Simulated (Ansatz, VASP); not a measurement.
One calculation of NaH, two programs

```
CELL_PARAMETERS angstrom
0.00000 2.39569 2.39569
2.39569 0.00000 2.39569
2.39569 2.39569 0.00000
ATOMIC_POSITIONS crystal
Na 0.00000 0.00000 0.00000
H 0.50000 0.50000 0.50000
```

Alike in both runs: functional PBEsol; k mesh 8 × 8 × 8; occupations fermi-dirac, width 0.01 eV; no spin polarisation.

Ansatz relaxed the structure, and its values are those at the end. VASP's run is a single point on that final structure, the one shown.

```csv
,VASP,Ansatz
version,VASP 6.6.1,Ansatz 0.2.0
potentials or method,"VASP PAW PBE potentials, release 64 (Na_pv, H)","plane waves, PAW"
plane-wave cutoff (eV),520,420
valence electrons in the cell,8,10
```

|  | VASP | Ansatz | Ansatz less VASP |
| --- | --- | --- | --- |
| pressure (GPa) | 0.0 | 0.0 | +0.02 |

VASP's potentials were made for PBE, not for PBEsol. With one functional, cell and mesh, what is left measures potentials, basis and numerics. VASP's potentials hold 8 valence electrons a cell and Ansatz's 10, so a difference there can come from the potentials and not from the codes.
